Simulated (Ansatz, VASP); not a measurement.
# One calculation of Si2Ni, two programs

```
Ni Si
1.0
     0.00000    2.48338    2.48338
     2.48338    0.00000    2.48338
     2.48338    2.48338    0.00000
Ni Si
1 2
Cartesian
  0.0000 0.0000 0.0000
  1.2417 1.2417 1.2417
  3.7251 3.7251 3.7251
```

Change from the starting cell: volume scaled by 0.8, LAPW.

Alike in both runs: task single point; functional LDA; k mesh 11 × 11 × 11; occupations fermi-dirac, width 0.05 eV; no spin polarisation.

|  | VASP | Ansatz |
| --- | --- | --- |
| version | VASP 6.6.1 | Ansatz 0.2.0 |
| potentials or method | VASP PAW LDA potentials, release 64 (Ni, Si), cutoff 520 eV | all-electron LAPW, scalar-relativistic |

```tsv
	VASP	Ansatz	Ansatz less VASP
pressure (GPa)	62.9	62.5	-0.42
```

LDA's correlation is that of Perdew and Zunger in VASP and of Perdew and Wang (1992) in Ansatz. Both programs put the cell under a high pressure, so it lies far from rest at this level. Ansatz ran all-electron here, and VASP with PAW potentials.

Noted on VASP's run: the cell as given lies far from equilibrium.
